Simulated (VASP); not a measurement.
Input of a VASP 6.6.1 run:

File INCAR:

```
SYSTEM = Lu
PREC = Accurate
ENCUT = 600
EDIFF = 1E-6
ISMEAR = -1
SIGMA = 0.05
LREAL = .FALSE.
LASPH = .TRUE.
NELM = 100
ALGO = Normal
ISIF = 3
LWAVE = .FALSE.
LCHARG = .FALSE.
GGA = PE
IBRION = 2
NSW = 32
EDIFFG = -0.005
PSTRESS = 66.0
```

The input KPOINTS:

```
regular mesh
0
G
  15 15 15
  0 0 0
```

The input POSCAR:

```
Lu
1.0
   -1.8695497684      1.8695497684      1.8695497684
    1.8695497684     -1.8695497684      1.8695497684
    1.8695497684      1.8695497684     -1.8695497684
Lu
1
Direct
    0.0000000000      0.0000000000      0.0000000000
```

Potentials or basis: VASP PAW PBE potentials, release 64 (Lu).

Run with:

```sh
$ cat potpaw_PBE.64/Lu/POTCAR > POTCAR
$ mpirun -np 1 vasp_std > vasp.out
```

(1) What does it give for the space group after relaxing (to 0.1 Å)?

(2) Predict the band gap on the k mesh.

Results:

(1) Im-3m (No. 229).

(2) zero (an odd number of electrons rules out a gap without spin polarisation).

Caveat: spin-orbit coupling is left out, which moves the levels of the heavy elements.
